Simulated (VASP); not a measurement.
# H2CO in VASP: notebook

Runs on H2CO. Level: PBE+D3(BJ). Tasks: single point.

Everything below comes from runs of VASP 6.6.1. Logs are shortened: lines on timing, memory, paths and dates and some standing lists are left out, and cuts for length are marked.

## Step 1: The cell of the first run

The cell holds a disordered packing, 32 atoms: a = 7.873 Å, b = 7.873 Å, c = 7.873 Å, α = 90.00°, β = 90.00°, γ = 90.00°.

## Step 2: Single point, PBE+D3(BJ)

Input file INCAR:

```
SYSTEM = H2CO
ALGO = Normal
EDIFF = 1E-6
ENCUT = 1000
GGA = PE
GGA_COMPAT = .FALSE.
ISIF = 2
ISMEAR = -1
IVDW = 12
LASPH = .TRUE.
LCHARG = .TRUE.
LELF = .TRUE.
LREAL = Auto
LVHAR = .TRUE.
LWAVE = .FALSE.
NBANDS = 70
NELM = 120
PREC = Accurate
SIGMA = 0.02
```

Input file KPOINTS:

```
k-points
0
G
  1 1 1
  0 0 0
```

Input file POSCAR:

```
H2CO
1.0
    7.8729940000      0.0000000000      0.0000000000
    0.0000000000      7.8729940000      0.0000000000
    0.0000000000      0.0000000000      7.8729940000
O C H
8 8 16
Direct
    0.3498923027      0.4181636618      0.4249844468
    0.7062624460      0.9561292692      0.2038233485
    0.4051952789      0.6320721189      0.8564848392
   -0.0469960983      0.2537027210      0.7043190939
    0.5329357548      0.1212880386      0.7665698716
    0.9333679157      0.8609812226      0.7557226641
    0.9528014374      0.4442401455      0.1324654890
    0.3034423753      0.7982477822      0.3745970085
    0.4348663291      0.2879717678      0.4127781629
    0.7881753752      0.8328089670      0.2079386825
    0.3469709236      0.6474665166      0.7143660976
    0.0022989983      0.1837801477      0.5763245850
    0.5712820307      0.2376351360      0.8639280050
    0.7953391048      0.8651854682      0.6897249001
    1.0458791154      0.3662266223      0.0352851787
    0.3159534988      0.7888104576      0.2208562587
    0.4809225055      0.2423855524      0.2840469585
    0.4585422014      0.2003939035      0.5145818732
    0.7669001145      0.7341806688      0.3099837241
    0.8992512886      0.7998354883      0.1094628041
    0.2217961807      0.7080025718      0.7031759455
    0.4120795723      0.6120416197      0.5866637267
   -0.0733901232      0.2012068090      0.4569417937
    0.1064779168      0.0825226083      0.5834629113
    0.6119654099      0.2082562237      0.9957965165
    0.5775185400      0.3674205772      0.8186085243
    0.6796778964      0.7956693476      0.7209582530
    0.7747370314      0.9548082978      0.5860667492
    1.1624548425      0.4289092561     -0.0219992547
    1.0212252162      0.2375462245     -0.0090562752
    0.4176301925      0.8625816303      0.1554173673
    0.2143530149      0.7247052392      0.1427284207
```

Potentials or basis: VASP PAW PBE potentials, release 64 (O_h, C_h, H_h).

Started as:

```console
> cat potpaw_PBE.64/O_h/POTCAR potpaw_PBE.64/C_h/POTCAR potpaw_PBE.64/H_h/POTCAR > POTCAR
> mpirun -np 1 vasp_gam > vasp.out
```

OUTCAR:

```text
SYSTEM = H2CO
   EDIFF = 1E-6
   ENCUT = 1000
   GGA = PE
   ISIF = 2
   ISMEAR = -1
   IVDW = 12
   LASPH = .TRUE.
   LREAL = Auto
   NELM = 120
   PREC = Accurate
 IVDW          = 12

 ion  position               nearest neighbor table
   1  0.350  0.418  0.425-   9 1.23
   2  0.706  0.956  0.204-  10 1.17
   3  0.405  0.632  0.856-  11 1.22
   4  0.953  0.254  0.704-  12 1.21
   5  0.533  0.121  0.767-  13 1.23
   6  0.933  0.861  0.756-  14 1.20
   7  0.953  0.444  0.132-  15 1.22
   8  0.303  0.798  0.375-  16 1.22
   9  0.435  0.288  0.413-  18 1.07  17 1.13   1 1.23
  10  0.788  0.833  0.208-  19 1.13   2 1.17  20 1.20
  11  0.347  0.647  0.714-  21 1.10  22 1.16   3 1.22
  12  0.002  0.184  0.576-  23 1.12  24 1.15   4 1.21
  13  0.571  0.238  0.864-  26 1.08  25 1.11   5 1.23
  14  0.795  0.865  0.690-  27 1.09  28 1.09   6 1.20
  15  0.046  0.366  0.035-  30 1.09  29 1.14   7 1.22
  16  0.316  0.789  0.221-  31 1.12  32 1.13   8 1.22
  17  0.481  0.242  0.284-   9 1.13
  18  0.459  0.200  0.515-   9 1.07
  19  0.767  0.734  0.310-  10 1.13
  20  0.899  0.800  0.109-  10 1.20
  21  0.222  0.708  0.703-  11 1.10
  22  0.412  0.612  0.587-  11 1.16
[... 8 lines left out ...]
  31  0.418  0.863  0.155-  16 1.12
  32  0.214  0.725  0.143-  16 1.13

  LATTYP: Found a simple cubic cell.
 ALAT       =     7.8729940000

  Lattice vectors:

 A1 = (   7.8729940000,   0.0000000000,   0.0000000000)
 A2 = (   0.0000000000,   7.8729940000,   0.0000000000)
 A3 = (   0.0000000000,   0.0000000000,   7.8729940000)

Analysis of symmetry for initial positions (statically):
=====================================================================
 Subroutine PRICEL returns:
 Original cell was already a primitive cell.

 Routine SETGRP: Setting up the symmetry group for a
 simple cubic supercell.

 Subroutine GETGRP returns: Found  1 space group operations
 (whereof  1 operations were pure point group operations)
 out of a pool of 48 trial point group operations.

The static configuration has the point symmetry C_1 .

Analysis of symmetry for dynamics (positions and initial velocities):
=====================================================================
 Subroutine PRICEL returns:
 Original cell was already a primitive cell.

 Routine SETGRP: Setting up the symmetry group for a
 simple cubic supercell.

 Subroutine GETGRP returns: Found  1 space group operations
 (whereof  1 operations were pure point group operations)
 out of a pool of 48 trial point group operations.

The dynamic configuration has the point symmetry C_1 .

 Subroutine INISYM returns: Found  1 space group operations
 (whereof  1 operations are pure point group operations),
 and found     1 'primitive' translations

----------------------------------------------------------------------------------------

                                     Primitive cell

  volume of cell :     487.9999

  direct lattice vectors                    reciprocal lattice vectors
     7.872994000  0.000000000  0.000000000     0.127016482  0.000000000  0.000000000
     0.000000000  7.872994000  0.000000000     0.000000000  0.127016482  0.000000000
     0.000000000  0.000000000  7.872994000     0.000000000  0.000000000  0.127016482

  length of vectors
     7.872994000  7.872994000  7.872994000     0.127016482  0.127016482  0.127016482

  position of ions in fractional coordinates (direct lattice)
     0.349892303  0.418163662  0.424984447
     0.706262446  0.956129269  0.203823349
     0.405195279  0.632072119  0.856484839
     0.953003902  0.253702721  0.704319094
     0.532935755  0.121288039  0.766569872
     0.933367916  0.860981223  0.755722664
[... 24 lines left out ...]
     0.417630192  0.862581630  0.155417367
     0.214353015  0.724705239  0.142728421

  ion indices of the primitive-cell ions
   primitive index   ion index
                 1           1
                 2           2
                 3           3
                 4           4
                 5           5
                 6           6
[... 24 lines left out ...]
                31          31
                32          32

----------------------------------------------------------------------------------------

 KPOINTS: k-points

Automatic generation of k-mesh.
 Grid dimensions read from file:
 generate k-points for:    1    1    1

 Generating k-lattice:

  Cartesian coordinates                     Fractional coordinates (reciprocal lattice)
     0.127016482  0.000000000  0.000000000     1.000000000  0.000000000  0.000000000
     0.000000000  0.127016482  0.000000000     0.000000000  1.000000000  0.000000000
     0.000000000  0.000000000  0.127016482     0.000000000  0.000000000  1.000000000

  Length of vectors
     0.127016482  0.127016482  0.127016482

  Shift w.r.t. Gamma in fractional coordinates (k-lattice)
     0.000000000  0.000000000  0.000000000

 Subroutine IBZKPT returns following result:
 ===========================================

 Found      1 irreducible k-points:

 Following reciprocal coordinates:
            Coordinates               Weight
  0.000000  0.000000  0.000000      1.000000
   k-points           NKPTS =      1   k-points in BZ     NKDIM =      1   number of bands    NBANDS=     70
   number of dos      NEDOS =    301   number of ions     NIONS =     32
   total plane-waves  NPLWV = 592704
   dimension x,y,z NGX =    84 NGY =   84 NGZ =   84
   dimension x,y,z NGXF=   168 NGYF=  168 NGZF=  168
   ions per type =               8   8  16
   NGX,Y,Z   is equivalent  to a cutoff of  17.74, 17.74, 17.74 a.u.
   NGXF,Y,Z  is equivalent  to a cutoff of  35.47, 35.47, 35.47 a.u.
 SYSTEM =  H2CO
   PREC   = accura    normal or accurate (medium, high low for compatibility)
   ISTART =      0    job   : 0-new  1-cont  2-samecut
   ICHARG =      2    charge: 1-file 2-atom 10-const
   ISPIN  =      1    spin polarized calculation?
   LNONCOLLINEAR =      F non collinear calculations
   LSORBIT =      F    spin-orbit coupling
   LASPH  =      T    aspherical Exc in radial PAW
   ENCUT  = 1000.0 eV  73.50 Ry    8.57 a.u.  20.30 20.30 20.30*2*pi/ulx,y,z
   NELM   =    120;   NELMIN=  2; NELMDL= -5     # of ELM steps
   EDIFF  = 0.1E-05   stopping-criterion for ELM
   LREAL  =      T    real-space projection
   EDIFFG = 0.1E-04   stopping-criterion for IOM
   NSW    =      0    number of steps for IOM
   IBRION =     -1    ionic relax: 0-MD 1-quasi-New 2-CG
   NFREE  =      0    steps in history (QN), initial steepest desc. (CG)
   ISIF   =      2    stress and relaxation
   ISYM   =      2    0-nonsym 1-usesym 2-fastsym
   POTIM  = 0.5000    time-step for ionic-motion
   TEBEG  =    0.0;   TEEND  =   0.0 temperature during run
   PSTRESS=    0.0 pullay stress
   NELECT =      96.0000    total number of electrons
   NUPDOWN=      -1.0000    fix difference up-down
   EMIN   =  10.00;   EMAX   =-10.00  energy-range for DOS
   EFERMI =   0.00;   METHOD = LEGACY
   ISMEAR =    -1;   SIGMA  =   0.02  broadening in eV -4-tet -1-fermi 0-gaus
   EFERMI_NEDOS =   21; number of points for ismear=-14 and -15
   IALGO  =     38    algorithm
   IMIX   =      4    mixing-type and parameters
     AMIX     =   0.40;   BMIX     =  1.00
     AMIX_MAG =   1.60;   BMIX_MAG =  1.00
  volume/ion in A,a.u.               =      15.25       102.91
  Fermi-wavevector in a.u.,A,eV,Ry     =   0.952121  1.799247 12.334140  0.906534
  Thomas-Fermi vector in A             =   2.080654
   LORBIT       =      0    0 simple, 1 ext, 2 COOP (PROOUT), +10 PAW based schemes
   GGA     = PE    functional components
   LHFCALC =     F    Hartree Fock is set to
   AEXX    =    0.0000 exact exchange contribution
   IVDW    =    12    specifies the selected vdW correction
   LEPSILON=     F    determine dielectric tensor
   LRPA    =     F    only Hartree local field effects (RPA)
 non-spin polarized calculation
  energy-cutoff  :     1000.00
  volume of cell :      488.00
 maximum number of plane-waves:     17517
 NGX is ok and might be reduce to    84
   NGX = 41   NGY = 41   NGZ = 41

 number of electron      95.9999999 magnetization

 Free energy of the ion-electron system (eV)
  ---------------------------------------------------
  ext. energy  EPLUGINS =         0.00000000
  ---------------------------------------------------
  free energy    TOTEN  =      -178.28281639 eV

  energy without entropy =     -178.28281639  energy(sigma->0) =     -178.28281639

 E-fermi :  -2.0832     XC(G=0):  -6.0678

 val. band max:       -2.6231619330   @ k =   0.0000   0.0000   0.0000
 cond. band min:       0.1456596847   @ k =   0.0000   0.0000   0.0000
 fundamental gap:      2.7688216177
 Fermi energy:        -2.0831916704

 k-point     1 :       0.0000    0.0000    0.0000
  band No.  band energies     occupation
      1     -24.3872      2.00000
      2     -23.6597      2.00000
      3     -23.5514      2.00000
      4     -23.4009      2.00000
      5     -23.3622      2.00000
      6     -23.2741      2.00000
[... 52 lines left out ...]
     59       3.7870      0.00000
     60       3.9650      0.00000
 [bands above 60 left out]

------------------------ aborting loop because EDIFF is reached ----------------------------------------

 Edisp (eV)   -1.13682

 E8    (eV) :    -0.2583

  FORCE on cell =-STRESS in cart. coord.  units (eV):
  Direction    XX          YY          ZZ          XY          YZ          ZX
  --------------------------------------------------------------------------------------
  -------------------------------------------------------------------------------------
  Total      -1.98258     3.25513    -1.05982    -0.85839    -3.35392     2.92066
  in kB      -6.50911    10.68708    -3.47956    -2.81822   -11.01144     9.58897
  external pressure =        0.23 kB  Pullay stress =        0.00 kB

 VOLUME and BASIS-vectors are now :
 -----------------------------------------------------------------------------
  energy-cutoff  :     1000.00
  volume of cell :      488.00
      direct lattice vectors                 reciprocal lattice vectors
     7.872994000  0.000000000  0.000000000     0.127016482  0.000000000  0.000000000
     0.000000000  7.872994000  0.000000000     0.000000000  0.127016482  0.000000000
     0.000000000  0.000000000  7.872994000     0.000000000  0.000000000  0.127016482

 POSITION                                       TOTAL-FORCE (eV/Angst)
 -----------------------------------------------------------------------------------
      2.75470      3.29220      3.34590         0.611389     -0.940780     -0.019842
      5.56040      7.52760      1.60470        -2.002908      3.385813     -0.392560
      3.19010      4.97630      6.74310         0.545730     -0.436909     -0.046568
      7.50299      1.99740      5.54510         0.230047      0.366210     -0.025625
      4.19580      0.95490      6.03520         0.083666      0.675918      0.748076
      7.34840      6.77850      5.94980         0.330828     -0.687456      0.789248
[... 24 lines left out ...]
      3.28800      6.79110      1.22360        -0.007928     -0.413411     -0.238320
      1.68760      5.70560      1.12370         0.552008     -0.023917      0.112450
 -----------------------------------------------------------------------------------
    total drift:                               -0.000380      0.001449      0.000948

  FREE ENERGIE OF THE ION-ELECTRON SYSTEM (eV)
  ---------------------------------------------------
  free  energy   TOTEN  =      -179.4196327391 eV

  energy  without entropy=     -179.4196327391  energy(sigma->0) =     -179.41963274
```

Wall time 2 min (1 thread of Intel Xeon 6975P-C (Granite Rapids), shared host); peak memory 1 GiB.

Results:

```yaml
Free_energy: -179.4196 eV
Pressure: 0.0 GPa
Largest_force: 4.974 eV/Å
Band_gap_on_the_k_mesh: 2.77 eV
Dispersion_energy_per_atom: -0.036 eV
```

Forces in eV/Å, atoms in the order of the input:
```
O    0.611 -0.941 -0.020
O   -2.003  3.386 -0.393
O    0.546 -0.437 -0.047
O    0.230  0.366 -0.026
O    0.084  0.676  0.748
O    0.331 -0.687  0.789
O    0.426 -0.540 -0.440
O    0.019 -0.087 -0.223
C   -0.980  0.688 -1.863
C    3.197 -3.786 -0.434
C    0.397  0.372 -0.772
C   -0.293 -0.875  0.300
C    0.214 -1.688 -0.747
C   -0.032  0.771 -0.584
C    0.153  1.370  0.276
C   -0.725  0.704  0.283
H    0.083  0.344  0.332
H    0.260 -0.473  1.178
H    0.177 -0.012 -0.282
H   -1.281  0.411  1.067
H   -0.498  0.027 -0.445
H   -0.404  0.268  1.523
H    0.553  0.000 -0.146
H   -0.401  0.813 -0.365
H   -0.125  0.140  0.155
H   -0.095  0.824 -0.013
H   -0.161 -0.750  0.649
H   -0.254  0.408 -0.737
H   -0.391 -0.225  0.285
H   -0.181 -0.628  0.076
H   -0.008 -0.413 -0.238
H    0.552 -0.024  0.112
```

Stress tensor (GPa, compression positive):
```
-0.65 -0.28  0.96
-0.28  1.07 -1.10
 0.96 -1.10 -0.35
```

Caveat: the k points lie up to 0.80 Å⁻¹ apart; the atoms stand as in a frame of molecular dynamics.

(Continued in part 2 of 2.)
